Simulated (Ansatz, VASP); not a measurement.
## ZnSe: VASP beside Ansatz

File INCAR:

```
PREC     = Accurate       # precision mode
ENCUT    = 520            # plane-wave cutoff, eV
EDIFF    = 1E-6           # SCF threshold, eV
ISMEAR   = 0              # smearing method
SIGMA    = 0.1            # smearing width, eV
LREAL    = F              # projectors in reciprocal space
LASPH    = T              # aspherical terms in the spheres
NELM     = 80             # most SCF steps
ALGO     = Normal         # electronic algorithm
ISIF     = 2              # what is computed and relaxed
LWAVE    = F              # write WAVECAR
LCHARG   = F              # write CHGCAR
GGA      = PE             # functional
NBANDS   = 26             # bands
```

Contents of KPOINTS:

```
regular mesh
0
Gamma
  4 4 4
```

POSCAR

```
ZnSe
1.0
    4.1077017800      0.0000000000      0.0000000000
    0.0000000000      4.1077017800      0.0000000000
    0.0000000000      0.0000000000      6.0703501700
Zn Se
2 2
Direct
    0.0000000000      0.0000000000      0.0000000000
    0.5000000000      0.5000000000      0.0000000000
    0.0000000000      0.5000000000      0.2462800000
    0.5000000000      0.0000000000      0.7537200000
```

Input for Ansatz:

```yaml
crystal:
  lattice:
    - [4.10770178, 0.0, 0.0]
    - [0.0, 4.10770178, 0.0]
    - [0.0, 0.0, 6.07035017]
  atoms:
    - { symbol: Zn, position: [0.0, 0.0, 0.0] }
    - { symbol: Zn, position: [0.5, 0.5, 0.0] }
    - { symbol: Se, position: [0.0, 0.5, 0.24628] }
    - { symbol: Se, position: [0.5, 0.0, 0.75372] }
basis:
  ecutwfc: 420
kpoints:
  mp_grid: { grid: [4, 4, 4] }
hamiltonian:
  xc: pbe
scf:
  occupations: { method: gaussian, width: 0.1 }
  lower_state_search: "off"
output:
  forces: true
  stress: true
  eigenvalues: true
```

Alike in both runs: task single point; functional PBE; k mesh 4 × 4 × 4; occupations gaussian, width 0.1 eV; no spin polarisation.

```csv
,VASP,Ansatz
version,VASP 6.6.1,Ansatz 0.2.0
potentials or method,"VASP PAW PBE potentials, release 64 (Zn, Se), cutoff 520 eV","scalar-relativistic, plane waves, PAW"
valence electrons in the cell,36,56
```

VASP gave:

| Item | Value |
| --- | --- |
| gap on the k mesh at the Fermi level (eV) | 1.93 |
| least direct gap on the mesh (eV) | 1.93 |
| pressure (GPa) | 0.1 |
| traceless stress, the component that is largest in VASP (GPa) | -0.17 |
| rms of the force components (eV/Å) | 0.023 |

**Question.** Which values does Ansatz return?

**Answer.** gap on the k mesh at the Fermi level (eV): 1.94; least direct gap on the mesh (eV): 1.94; pressure (GPa): -0.1; traceless stress, the component that is largest in VASP (GPa): -0.17; rms of the force components (eV/Å): 0.038.

Atom by atom the forces differ by 0.016 eV/Å (rms over components). VASP's potentials hold 36 valence electrons a cell and Ansatz's 56, so a difference there can come from the potentials and not from the codes.
